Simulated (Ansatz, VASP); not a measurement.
# LuHfO2 in VASP and in Ansatz

```
CELL_PARAMETERS angstrom
3.35134 0.00000 0.00000
0.00000 3.35134 0.00000
0.00000 0.00000 4.73515
ATOMIC_POSITIONS crystal
Lu 0.00000 0.00000 0.00000
Hf 0.50000 0.50000 0.50000
O 0.00000 0.00000 0.50000
O 0.50000 0.50000 0.00000
```

Change from the starting cell: species swapped into the LaGdN2 type (P4/mmm, No. 123).

Alike in both runs: task single point; functional PBE; k mesh 6 × 6 × 4; occupations gaussian, width 0.1 eV; no spin polarisation.

|  | VASP | Ansatz |
| --- | --- | --- |
| version | VASP 6.6.1 | Ansatz 0.2.0 |
| potentials or method | VASP PAW PBE potentials, release 64 (Lu, Hf_pv, O), cutoff 520 eV | scalar-relativistic, plane waves, PAW |
| valence electrons in the cell | 47 | 63 |

|  | VASP | Ansatz | Ansatz less VASP |
| --- | --- | --- | --- |
| gap on the k mesh at the Fermi level (eV) | none | none | - |
| pressure (GPa) | -7.1 | -6.5 | +0.63 |
| traceless stress, the component that is largest in VASP (GPa) | -1.46 | -1.45 | +0.003 |

A gap of «none» marks a metal or a gap that the smearing closes. VASP's potentials hold 47 valence electrons a cell and Ansatz's 63, so a difference there can come from the potentials and not from the codes.

Spin-orbit coupling is off throughout.
